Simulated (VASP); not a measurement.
# CdS (P3m1) in VASP: notebook, part 2 of 3

VASP 6.6.1.

## 4. Single point, LDA

This run uses another cell than the first one, of 44.73 Å³/atom, 0.924 times its volume.

INCAR

```
SYSTEM = CdS
PREC = Accurate
ENCUT = 540
EDIFF = 1E-6
ISMEAR = 0
SIGMA = 0.02
LREAL = .FALSE.
LASPH = .TRUE.
NELM = 120
ALGO = Normal
ISIF = 2
LWAVE = .FALSE.
LCHARG = .FALSE.
GGA = CA
NBANDS = 20
GGA_COMPAT = .FALSE.
```

KPOINTS

```
Automatic mesh
0
G
  6 6 4
  0 0 0
```

POSCAR

```
CdS
1.0
    4.2185583000      0.0000000000      0.0000000000
   -2.1092791500      3.6533781900      0.0000000000
    0.0000000000      0.0000000000      5.8041730000
Cd S
1 1
Direct
    0.0000000000      0.0000000000      0.4426920000
    0.6666666667      0.3333333333      0.4343080000
```

Potentials or basis: VASP PAW LDA potentials, release 64 (Cd_sv_GW, S).

Started as:

```sh
> cat potpaw_LDA.64/Cd_sv_GW/POTCAR potpaw_LDA.64/S/POTCAR > POTCAR
> mpirun -np 1 vasp_std > vasp.out
```

OUTCAR:

```text
SYSTEM = CdS
   PREC = Accurate
   ENCUT = 540
   EDIFF = 1E-6
   ISMEAR = 0
   LREAL = .FALSE.
   LASPH = .TRUE.
   NELM = 120
   ISIF = 2
   GGA = CA

 ion  position               nearest neighbor table
   1  0.000  0.000  0.443-   2 2.44   2 2.44   2 2.44
   2  0.667  0.333  0.434-   1 2.44   1 2.44   1 2.44

  LATTYP: Found a hexagonal cell.
 ALAT       =     4.2185583000
 C/A-ratio  =     1.3758664897

  Lattice vectors:

 A1 = (   4.2185583000,   0.0000000000,   0.0000000000)
 A2 = (  -2.1092791500,   3.6533781900,   0.0000000000)
 A3 = (   0.0000000000,   0.0000000000,   5.8041730000)
[... 734 lines left out ...]

  FORCE on cell =-STRESS in cart. coord.  units (eV):
  Direction    XX          YY          ZZ          XY          YZ          ZX
  --------------------------------------------------------------------------------------
  -------------------------------------------------------------------------------------
  Total       -1.6929390     -1.6929386     -0.3817175      0.0000000      0.0000000      0.0000000
  in kB      -30.3216520    -30.3216442     -6.8368121      0.0000000      0.0000000      0.0000000
  external PRESSURE =     -22.4933695 kB  Pullay stress =       0.0000000 kB

 VOLUME and BASIS-vectors are now :
 -----------------------------------------------------------------------------
  energy-cutoff  :      540.00
  volume of cell :       89.45
      direct lattice vectors                 reciprocal lattice vectors
     4.218558300  0.000000000  0.000000000     0.237047808  0.136859633  0.000000000
    -2.109279150  3.653378190  0.000000000     0.000000000  0.273719267  0.000000000
     0.000000000  0.000000000  5.804173000     0.000000000  0.000000000  0.172289834

 POSITION                                       TOTAL-FORCE (eV/Angst)
 -----------------------------------------------------------------------------------
      0.00000      0.00000      2.56946         0.000000     -0.000000     -0.019420
      2.10928      1.21779      2.52080         0.000000      0.000000      0.019420
 -----------------------------------------------------------------------------------
    total drift:                                0.000001      0.000012      0.000188

  FREE ENERGIE OF THE ION-ELECTRON SYSTEM (eV)
  ---------------------------------------------------
  free  energy   TOTEN  =        -6.6619903184 eV

  energy  without entropy=       -6.6619903184  energy(sigma->0) =       -6.66199032
```

stdout:

```text
POSCAR found type information on POSCAR CdS
 POSCAR found :  2 types and       2 ions
 scaLAPACK will be used
 LDA part: xc-table for (Slater(with rela. corr.)+CA(PZ))
 , standard interpolation
 POSCAR, INCAR and KPOINTS ok, starting setup
 FFT: planning ... GRIDC
 FFT: planning ... GRID_SOFT
 FFT: planning ... GRID
 WAVECAR not read
 entering main loop
```

Wall time 42 s (1 thread of AMD EPYC 9R45 (Zen 5), shared host); peak memory 0.17 GiB.

Results:

```
Free energy            : -6.6620 eV
Pressure               : -2.2 GPa
Largest force          : 0.019 eV/Å
Band gap on the k mesh : 1.34 eV, indirect (the least direct gap lies 4.2 meV higher)
```

Forces on the atoms (eV/Å):
```
Cd   0.000  0.000 -0.019
S    0.000  0.000  0.019
```

Stress tensor (GPa, compression positive):
```
-3.03  0.00  0.00
 0.00 -3.03  0.00
 0.00  0.00 -0.68
```

Levels at points of the mesh, in eV from the valence-band top:
```
           k point  band 9  band 10  band 11  band 12  band 13  band 14  band 15  band 16  band 17  band 18
(0.00, 0.00, 0.00)   -7.19    -6.96    -1.18     0.00     0.00     1.34     5.43     6.81     6.81     6.85
(0.50, 0.00, 0.00)   -7.21    -6.82    -3.79    -1.40    -0.20     3.58     4.94     6.64     7.30     9.94
(0.00, 0.00, 0.50)   -7.20    -6.95    -1.41     0.00     0.00     1.62     4.92     6.86     6.86     9.10
(0.50, 0.00, 0.50)   -7.21    -6.81    -3.76    -1.40    -0.32     3.74     4.07     7.61     7.87    10.00
```

A k mesh can miss the band edges. As with any semilocal functional, this LDA gap is likely too small.

## 5. Single point, LDA

This run uses another cell than the first one, of 47.48 Å³/atom, 0.981 times its volume.

INCAR, as its differences from that of step 4:

```diff
@@ -12,4 +12,6 @@
 LWAVE = .FALSE.
-LCHARG = .FALSE.
+LCHARG = .TRUE.
 GGA = CA
+LELF = .TRUE.
+LVHAR = .TRUE.
 NBANDS = 20
```

KPOINTS is that of step 4.

POSCAR

```
CdS
1.0
    4.3463934000      0.0000000000      0.0000000000
   -2.1731967000      3.7640866200      0.0000000000
    0.0000000000      0.0000000000      5.8041730000
Cd S
1 1
Direct
    0.0000000000      0.0000000000      0.4426920000
    0.6666666667      0.3333333333      0.4343080000
```

Potentials or basis: VASP PAW LDA potentials, release 64 (Cd_sv_GW, S).

Started as:

```sh
> cat potpaw_LDA.64/Cd_sv_GW/POTCAR potpaw_LDA.64/S/POTCAR > POTCAR
> mpirun -np 1 vasp_std > vasp.out
```

OUTCAR:

```text
SYSTEM = CdS
   PREC = Accurate
   ENCUT = 540
   EDIFF = 1E-6
   ISMEAR = 0
   LREAL = .FALSE.
   LASPH = .TRUE.
   NELM = 120
   ISIF = 2
   GGA = CA

 ion  position               nearest neighbor table
   1  0.000  0.000  0.443-   2 2.51   2 2.51   2 2.51
   2  0.667  0.333  0.434-   1 2.51   1 2.51   1 2.51

  LATTYP: Found a hexagonal cell.
 ALAT       =     4.3463934000
 C/A-ratio  =     1.3353998283

  Lattice vectors:

 A1 = (   4.3463934000,   0.0000000000,   0.0000000000)
 A2 = (  -2.1731967000,   3.7640866200,   0.0000000000)
 A3 = (   0.0000000000,   0.0000000000,   5.8041730000)

Analysis of symmetry for initial positions (statically):
=====================================================================
 Subroutine PRICEL returns:
 Original cell was already a primitive cell.

 Routine SETGRP: Setting up the symmetry group for a
 hexagonal supercell.

 Subroutine GETGRP returns: Found  6 space group operations
 (whereof  6 operations were pure point group operations)
 out of a pool of 24 trial point group operations.

The static configuration has the point symmetry C_3v.

Analysis of symmetry for dynamics (positions and initial velocities):
=====================================================================
 Subroutine PRICEL returns:
 Original cell was already a primitive cell.

 Routine SETGRP: Setting up the symmetry group for a
 hexagonal supercell.

 Subroutine GETGRP returns: Found  6 space group operations
 (whereof  6 operations were pure point group operations)
 out of a pool of 24 trial point group operations.

The dynamic configuration has the point symmetry C_3v.

 Subroutine INISYM returns: Found  6 space group operations
 (whereof  6 operations are pure point group operations),
 and found     1 'primitive' translations

----------------------------------------------------------------------------------------

                                     Primitive cell

  volume of cell :      94.9574

  direct lattice vectors                    reciprocal lattice vectors
     4.346393400  0.000000000  0.000000000     0.230075814  0.132834350  0.000000000
    -2.173196700  3.764086620  0.000000000     0.000000000  0.265668700  0.000000000
     0.000000000  0.000000000  5.804173000     0.000000000  0.000000000  0.172289834

  length of vectors
     4.346393400  4.346392985  5.804173000     0.265668675  0.265668700  0.172289834

  position of ions in fractional coordinates (direct lattice)
     0.000000000  0.000000000  0.442692000
     0.666666667  0.333333333  0.434308000

  ion indices of the primitive-cell ions
   primitive index   ion index
                 1           1
                 2           2

----------------------------------------------------------------------------------------

 KPOINTS: Automatic mesh

Automatic generation of k-mesh.
 Grid dimensions read from file:
 generate k-points for:    6    6    4

 Generating k-lattice:

  Cartesian coordinates                     Fractional coordinates (reciprocal lattice)
     0.038345969  0.022139058  0.000000000     0.166666667  0.000000000  0.000000000
     0.000000000  0.044278117  0.000000000     0.000000000  0.166666667  0.000000000
     0.000000000  0.000000000  0.043072458     0.000000000  0.000000000  0.250000000

  Length of vectors
     0.044278112  0.044278117  0.043072458

  Shift w.r.t. Gamma in fractional coordinates (k-lattice)
     0.000000000  0.000000000  0.000000000

 Subroutine IBZKPT returns following result:
 ===========================================

 Found     24 irreducible k-points:

 Following reciprocal coordinates:
            Coordinates               Weight
  0.000000  0.000000  0.000000      1.000000
  0.166667  0.000000  0.000000      6.000000
  0.333333  0.000000  0.000000      6.000000
  0.500000  0.000000  0.000000      3.000000
  0.166667  0.166667  0.000000      6.000000
  0.333333  0.166667  0.000000     12.000000
[... 16 lines left out ...]
  0.333333  0.166667  0.500000     12.000000
  0.333333  0.333333  0.500000      2.000000
   k-points           NKPTS =     24   k-points in BZ     NKDIM =     24   number of bands    NBANDS=     20
   number of dos      NEDOS =    301   number of ions     NIONS =      2
   total plane-waves  NPLWV =  62208
   dimension x,y,z NGX =    36 NGY =   36 NGZ =   48
   dimension x,y,z NGXF=    72 NGYF=   72 NGZF=   96
   ions per type =               1   1
   NGX,Y,Z   is equivalent  to a cutoff of  13.77, 13.77, 13.75 a.u.
   NGXF,Y,Z  is equivalent  to a cutoff of  27.54, 27.54, 27.50 a.u.
 SYSTEM =  CdS
   PREC   = accura    normal or accurate (medium, high low for compatibility)
   ISTART =      0    job   : 0-new  1-cont  2-samecut
   ICHARG =      2    charge: 1-file 2-atom 10-const
   ISPIN  =      1    spin polarized calculation?
   LNONCOLLINEAR =      F non collinear calculations
   LSORBIT =      F    spin-orbit coupling
   LASPH  =      T    aspherical Exc in radial PAW
   ENCUT  =  540.0 eV  39.69 Ry    6.30 a.u.   8.24  8.24 11.00*2*pi/ulx,y,z
   NELM   =    120;   NELMIN=  2; NELMDL= -5     # of ELM steps
   EDIFF  = 0.1E-05   stopping-criterion for ELM
   LREAL  =      F    real-space projection
   EDIFFG = 0.1E-04   stopping-criterion for IOM
   NSW    =      0    number of steps for IOM
   IBRION =     -1    ionic relax: 0-MD 1-quasi-New 2-CG
   NFREE  =      0    steps in history (QN), initial steepest desc. (CG)
   ISIF   =      2    stress and relaxation
   ISYM   =      2    0-nonsym 1-usesym 2-fastsym
   POTIM  = 0.5000    time-step for ionic-motion
   TEBEG  =    0.0;   TEEND  =   0.0 temperature during run
   PSTRESS=    0.0 pullay stress
   NELECT =      26.0000    total number of electrons
   NUPDOWN=      -1.0000    fix difference up-down
   EMIN   =  10.00;   EMAX   =-10.00  energy-range for DOS
   EFERMI =   0.00;   METHOD = LEGACY
   ISMEAR =     0;   SIGMA  =   0.02  broadening in eV -4-tet -1-fermi 0-gaus
   EFERMI_NEDOS =   21; number of points for ismear=-14 and -15
   IALGO  =     38    algorithm
   IMIX   =      4    mixing-type and parameters
     AMIX     =   0.40;   BMIX     =  1.00
     AMIX_MAG =   1.60;   BMIX_MAG =  1.00
  volume/ion in A,a.u.               =      47.48       320.40
  Fermi-wavevector in a.u.,A,eV,Ry     =   1.063056  2.008885 15.375791  1.130089
  Thomas-Fermi vector in A             =   2.198528
   LORBIT       =      0    0 simple, 1 ext, 2 COOP (PROOUT), +10 PAW based schemes
   GGA     = CA    functional components
   LHFCALC =     F    Hartree Fock is set to
   AEXX    =    0.0000 exact exchange contribution
   IVDW    =     0    specifies the selected vdW correction
   LEPSILON=     F    determine dielectric tensor
   LRPA    =     F    only Hartree local field effects (RPA)
 non-spin polarized calculation
 Gauss-broadening in eV      SIGMA  =   0.02
  energy-cutoff  :      540.00
  volume of cell :       94.96
 maximum number of plane-waves:      2736
 NGX is ok and might be reduce to    36
   NGX = 17   NGY = 17   NGZ = 21

 number of electron      26.0000008 magnetization

 Free energy of the ion-electron system (eV)
  ---------------------------------------------------
  ext. energy  EPLUGINS =         0.00000000
  ---------------------------------------------------
  free energy    TOTEN  =        -6.52195291 eV

  energy without entropy =       -6.52195291  energy(sigma->0) =       -6.52195291

 E-fermi :  -1.3646     XC(G=0):  -6.4994

 val. band max:       -1.6937150691   @ k =   0.3333   0.3333   0.0000
 cond. band min:      -0.6748245022   @ k =   0.0000   0.0000   0.0000
 fundamental gap:      1.0188905669
 Fermi energy:        -1.3646330540

 k-point     1 :       0.0000    0.0000    0.0000
  band No.  band energies     occupation
      1    -102.4111      2.00000
      2     -63.8634      2.00000
      3     -63.7701      2.00000
      4     -63.7701      2.00000
      5     -13.0919      2.00000
      6      -9.3189      2.00000
[... 12 lines left out ...]
     19       8.6722      0.00000
     20       9.7900      0.00000
[... 507 lines left out ...]
 k-point    24 :       0.3333    0.3333    0.5000
  band No.  band energies     occupation
      1    -102.4112      2.00000
      2     -63.8640      2.00000
      3     -63.7704      2.00000
      4     -63.7704      2.00000
      5     -12.7446      2.00000
      6      -9.0944      2.00000
[... 12 lines left out ...]
     19       7.4383      0.00000
     20       9.0577      0.00000

------------------------ aborting loop because EDIFF is reached ----------------------------------------

  FORCE on cell =-STRESS in cart. coord.  units (eV):
  Direction    XX          YY          ZZ          XY          YZ          ZX
  --------------------------------------------------------------------------------------
  -------------------------------------------------------------------------------------
  Total       -3.5753153     -3.5753144     -0.3783347      0.0000000      0.0000000      0.0000000
  in kB      -60.3248066    -60.3247912     -6.3834842      0.0000000      0.0000000      0.0000000
  external PRESSURE =     -42.3443607 kB  Pullay stress =       0.0000000 kB

 VOLUME and BASIS-vectors are now :
 -----------------------------------------------------------------------------
  energy-cutoff  :      540.00
  volume of cell :       94.96
      direct lattice vectors                 reciprocal lattice vectors
     4.346393400  0.000000000  0.000000000     0.230075814  0.132834350  0.000000000
    -2.173196700  3.764086620  0.000000000     0.000000000  0.265668700  0.000000000
     0.000000000  0.000000000  5.804173000     0.000000000  0.000000000  0.172289834

 POSITION                                       TOTAL-FORCE (eV/Angst)
 -----------------------------------------------------------------------------------
      0.00000      0.00000      2.56946        -0.000000      0.000000     -0.035222
      2.17320      1.25470      2.52080         0.000000      0.000000      0.035222
 -----------------------------------------------------------------------------------
    total drift:                               -0.000001      0.000010      0.000026

  FREE ENERGIE OF THE ION-ELECTRON SYSTEM (eV)
  ---------------------------------------------------
  free  energy   TOTEN  =        -6.5219529070 eV

  energy  without entropy=       -6.5219529070  energy(sigma->0) =       -6.52195291
```

OSZICAR:

```text
N       E                     dE             d eps       ncg     rms          rms(c)
DAV:   1     0.351538722916E+03    0.35154E+03   -0.16024E+04  1160   0.131E+03
DAV:   2     0.369024147948E+02   -0.31464E+03   -0.28102E+03   976   0.523E+02
DAV:   3    -0.512263046641E+01   -0.42025E+02   -0.41526E+02  1380   0.197E+02
DAV:   4    -0.721040243599E+01   -0.20878E+01   -0.20851E+01  1284   0.501E+01
DAV:   5    -0.729846071520E+01   -0.88058E-01   -0.88045E-01  1548   0.101E+01    0.183E+01
DAV:   6    -0.657262847307E+01    0.72583E+00   -0.20272E+00  1612   0.204E+01    0.141E+01
DAV:   7    -0.653332923716E+01    0.39299E-01   -0.51212E-01  1508   0.648E+00    0.414E+00
DAV:   8    -0.652147709031E+01    0.11852E-01   -0.73671E-02  1480   0.197E+00    0.513E-01
DAV:   9    -0.652161905409E+01   -0.14196E-03   -0.39153E-03  1428   0.118E+00    0.175E-01
DAV:  10    -0.652183722338E+01   -0.21817E-03   -0.14454E-04  1120   0.102E-01    0.871E-02
DAV:  11    -0.652194198877E+01   -0.10477E-03   -0.63506E-05  1328   0.833E-02    0.236E-02
DAV:  12    -0.652195048145E+01   -0.84927E-05   -0.12185E-05  1300   0.528E-02    0.113E-02
DAV:  13    -0.652195262567E+01   -0.21442E-05   -0.31130E-06   920   0.238E-02    0.286E-03
DAV:  14    -0.652195290702E+01   -0.28135E-06   -0.54608E-07  1068   0.555E-03
   1 F= -.65219529E+01 E0= -.65219529E+01  d E =-.412430-121
```

stdout:

```text
POSCAR found type information on POSCAR CdS
 POSCAR found :  2 types and       2 ions
 scaLAPACK will be used
 LDA part: xc-table for (Slater(with rela. corr.)+CA(PZ))
 , standard interpolation
 POSCAR, INCAR and KPOINTS ok, starting setup
 FFT: planning ... GRIDC
 FFT: planning ... GRID_SOFT
 FFT: planning ... GRID
 WAVECAR not read
 entering main loop
```

It used 45 s of CPU time on 1 thread of AMD EPYC 7R13 Processor (Zen 3), on a shared host.

What came out:

| Quantity | Value |
| --- | --- |
| Free energy | -6.5220 eV |
| Pressure | -4.2 GPa |
| Largest force | 0.035 eV/Å |
| Band gap on the k mesh | 1.02 eV, indirect (least direct gap 1.15 eV) |

Forces in eV/Å, atoms in the order of the input:
```
Cd   0.000  0.000 -0.035
S    0.000  0.000  0.035
```

A k mesh can miss the band edges. LDA gaps usually lie below the measured ones, often by a third to a half.

## 6. Single point, LDA

This run uses another cell than the first one, of 46.55 Å³/atom, 0.962 times its volume.

INCAR

```
ALGO = Normal
EDIFF = 1E-6
ENCUT = 540
GGA_COMPAT = F
ISIF = 2
ISMEAR = 0
LASPH = T
LCHARG = F
LREAL = F
LWAVE = F
NBANDS = 20
NELM = 120
PREC = Accurate
SIGMA = 0.02
```

KPOINTS

```
k-points
0
Gamma
  6 6 4
```

POSCAR

```
CdS
1.0
    4.3037817000      0.0000000000      0.0000000000
   -2.1518908500      3.7271838100      0.0000000000
    0.0000000000      0.0000000000      5.8041730000
Cd S
1 1
Direct
    0.0000000000      0.0000000000      0.4426920000
    0.6666666667      0.3333333333      0.4343080000
```

Potentials or basis: VASP PAW LDA potentials, release 64 (Cd_sv_GW, S).

Started as:

```sh
> cat potpaw_LDA.64/Cd_sv_GW/POTCAR potpaw_LDA.64/S/POTCAR > POTCAR
> mpirun -np 1 vasp_std > vasp.out
```

It took 1.8 min on 1 thread of AMD EPYC 7R13 (Zen 3), shared host; peak memory 0.2 GiB.

The run converged. Its results:

```yaml
Free_energy: -6.5805 eV
Pressure: -3.7 GPa
Largest_force: 0.031 eV/Å
Band_gap_on_the_k_mesh: 1.14 eV, indirect (least direct gap 1.22 eV)
```

Forces in eV/Å, atoms in the order of the input:
```
Cd   0.000  0.000 -0.031
S    0.000  0.000  0.031
```

Stress tensor (GPa, compression positive):
```
-5.17  0.00  0.00
 0.00 -5.17  0.00
 0.00  0.00 -0.65
```

Levels at points of the mesh, in eV from the valence-band top:
```
           k point  band 9  band 10  band 11  band 12  band 13  band 14  band 15  band 16  band 17  band 18
(0.00, 0.00, 0.00)   -7.16    -6.96    -0.99    -0.07    -0.07     1.14     5.48     6.70     6.70     6.73
(0.50, 0.00, 0.00)   -7.18    -6.81    -3.61    -1.32    -0.12     3.41     4.99     6.51     7.31     9.84
(0.00, 0.00, 0.50)   -7.16    -6.95    -1.22    -0.07    -0.07     1.40     4.90     6.75     6.75     9.20
(0.50, 0.00, 0.50)   -7.18    -6.81    -3.58    -1.31    -0.24     3.57     4.09     7.56     7.62     9.86
```

[end of part 2 of 3]
